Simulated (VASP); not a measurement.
A run of VASP 6.6.1:

The input INCAR:

```
  ALGO = Normal
  EDIFF = 1E-7
  ENCUT = 520
  GGA = PE
  ISIF = 2
  ISMEAR = 0
  LASPH = T
  LCHARG = T
  LELF = T
  LREAL = F
  LVHAR = T
  LWAVE = F
  NBANDS = 14
  NELM = 100
  PREC = Accurate
  SIGMA = 0.1
```

Contents of KPOINTS:

```
k-points
0
Gamma
  14 14 14
```

File POSCAR:

```
ZrB
1.0
    0.0000000000      2.4763298363      2.4763298363
    2.4763298363      0.0000000000      2.4763298363
    2.4763298363      2.4763298363      0.0000000000
Zr B
1 1
Direct
    0.0000000000      0.0000000000      0.0000000000
    0.5000000000      0.5000000000      0.5000000000
```

Potentials or basis: VASP PAW PBE potentials, release 64 (Zr_sv, B).

Run with:

```console
$ cat potpaw_PBE.64/Zr_sv/POTCAR potpaw_PBE.64/B/POTCAR > POTCAR
$ mpirun -np 1 vasp_std > vasp.out
```

Hardware: 1 thread of Intel(R) Xeon(R) 6975P-C (Granite Rapids), on a shared host.

Problem. Estimate the wall time of this run.

Solution. Wall time 23 s on 1 thread of Intel(R) Xeon(R) 6975P-C (Granite Rapids) (shared host), peak memory 0.18 GiB. Counts: scf iterations 13, k points 104.
